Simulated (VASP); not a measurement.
The system is Ba3SiS.

```
Ba Si S
1.0
     5.50437    0.00000    0.00000
     0.00000    5.50437    0.00000
     0.00000    0.00000    5.50437
Ba Si S
3 1 1
Cartesian
  2.7522 2.7522 0.0000
  2.7522 0.0000 2.7522
  0.0000 2.7522 2.7522
  0.0000 0.0000 0.0000
  2.7522 2.7522 2.7522
```

```yaml
Program: VASP 6.6.1
Task: relaxation of cell and atoms
Functional: PBE
Potentials_or_basis: VASP PAW PBE potentials, release 64 (Ba_sv, Si, S)
Cutoff: 600 eV
k_mesh: 4 × 4 × 4
Occupations: gaussian, width 0.1 eV
Spin: no spin polarisation
```

At the start: pressure 11.1 GPa; volume 33.35 Å³/atom.

Question: How do energy, volume and symmetry change on relaxing?

Answer: Over 3 steps the energy falls by 261.2 meV/atom and the volume is 42.47 Å³/atom (+27.3 %); space group Pm-3m (No. 221, to 0.05 Å).

The path:
| step | energy change (eV) | largest force (eV/Å) | pressure (GPa) | volume (Å³) |
| --- | --- | --- | --- | --- |
| 1 | 0.0000 | 0.0000 | 11.12 | 166.77 |
| 2 | -1.2154 | 0.0000 | -1.69 | 229.15 |
| 3 | -1.3058 | 0.0000 | 0.10 | 212.35 |

Final structure:
```
Ba Si S
1.0
     5.96604    0.00000    0.00000
     0.00000    5.96604    0.00000
     0.00000    0.00000    5.96604
Ba Si S
3 1 1
Direct
  0.50000 0.50000 0.00000
  0.50000 0.00000 0.50000
  0.00000 0.50000 0.50000
  0.00000 0.00000 0.00000
  0.50000 0.50000 0.50000
```

Caveat: the volume moved by over 15 % at a fixed basis, so the end points are rough.
